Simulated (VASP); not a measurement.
Write the native input for VASP 6.6.1 that does the following.

```
Task                   : single point
Functional             : PBE
Potentials or basis    : VASP PAW PBE potentials, release 64 (Ta_pv, N)
Cutoff                 : 520 eV
k mesh                 : 6 × 6 × 4
Occupations            : gaussian, width 0.1 eV
Spin                   : collinear spin, ferromagnetic start
Starting moments       : [1.0, 1.0, 1.0, 1.0, 0.0, 0.0] μB
Dipole correction      : no
Further INCAR settings : ALGO = Normal; EDIFF = 1e-07; NBANDS = 40
```

The structure of Ta2N lies in POSCAR:

```
Ta2N
1.0
    5.1231598700      0.0000000000      0.0000000000
   -2.5615799300      4.4367865900      0.0000000000
    0.0000000000      0.0000000000      4.1874003500
Ta N
4 2
Direct
    0.5000000000      0.0000000000      0.5000000000
    0.0000000000      0.5000000000      0.5000000000
    0.5000000000      0.5000000000      0.5000000000
    0.0000000000      0.0000000000      0.0000000000
    0.3333333300      0.6666666700      0.5000000000
    0.6666666700      0.3333333300      0.5000000000
```

The input as run:

INCAR

```
SYSTEM = Ta2N
PREC     = Accurate       ! precision mode
ENCUT    = 520            ! plane-wave cutoff, eV
EDIFF    = 1E-7           ! SCF threshold, eV
ISMEAR   = 0              ! smearing method
SIGMA    = 0.1            ! smearing width, eV
LREAL    = .FALSE.        ! projectors in reciprocal space
LASPH    = .TRUE.         ! aspherical terms in the spheres
NELM     = 150            ! most SCF steps
ALGO     = Normal         ! electronic algorithm
ISIF     = 2              ! what is computed and relaxed
LWAVE    = .FALSE.        ! write WAVECAR
LCHARG   = .TRUE.         ! write CHGCAR
ISPIN    = 2              ! spin polarisation
MAGMOM   = 1 1 1 1 0 0    ! initial moments
LORBIT   = 11             ! projections on sites
LMAXMIX  = 4              ! l up to which the mixer works
GGA      = PE             ! functional
LELF     = .TRUE.         ! ELF
LVHAR    = .TRUE.       
NBANDS   = 40             ! bands
```

KPOINTS

```
regular mesh
0
G
  6 6 4
  0 0 0
```

Potentials or basis: VASP PAW PBE potentials, release 64 (Ta_pv, N).

Run with:

```bash
$ cat potpaw_PBE.64/Ta_pv/POTCAR potpaw_PBE.64/N/POTCAR > POTCAR
$ mpirun -np 1 vasp_std > vasp.out
```

Results of the run:

| Quantity | Value |
| --- | --- |
| Pressure | 211.7 GPa |
| Band gap on the k mesh | zero (filled and empty bands overlap) |
| Net moment | 0.00 μB per cell |
| Valence electrons inside the program's atomic spheres | Ta 10.71, 8.47; N 4.65 |

Caveat: the k points lie up to 0.38 Å⁻¹ apart; spin-orbit coupling is left out, which moves the levels of the heavy elements.

Wall time 6.6 min on 1 thread of Oxide Virtual Turin-like Processor, on a shared host, peak memory 0.29 GiB.
